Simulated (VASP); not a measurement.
A run of VASP 6.6.1 is set up as follows.

INCAR

```
PREC = Accurate
ENCUT = 520
EDIFF = 1E-6
ISMEAR = -1
SIGMA = 0.01
LREAL = False
LASPH = True
NELM = 100
ALGO = Normal
ISIF = 2
LWAVE = False
LCHARG = True
GGA = CA
LELF = True
LVHAR = True
NBANDS = 15
```

KPOINTS

```
regular mesh
0
Gamma
  7 7 7
```

POSCAR

```
BaS
1.0
    0.0000000000      3.2357778460      3.2357778460
    3.2357778460      0.0000000000      3.2357778460
    3.2357778460      3.2357778460      0.0000000000
Ba S
1 1
Direct
    0.0000000000      0.0000000000      0.0000000000
    0.5000000000      0.5000000000      0.5000000000
```

Potentials or basis: VASP PAW LDA potentials, release 64 (Ba_sv, S).

The run is started by

```sh
$ cat potpaw_LDA.64/Ba_sv/POTCAR potpaw_LDA.64/S/POTCAR > POTCAR
$ mpirun -np 1 vasp_std > vasp.out
```

(1) Estimate the pressure.

(2) Predict the band gap on the k mesh.

## Answers

(1) -3.3 GPa.

(2) 2.03 eV (least direct gap 2.19 eV).

Caveat: the cell stands under tension; spin-orbit coupling is left out, which moves the levels of the heavy elements; an odd mesh through Γ misses points on the zone boundary, where band edges can lie.
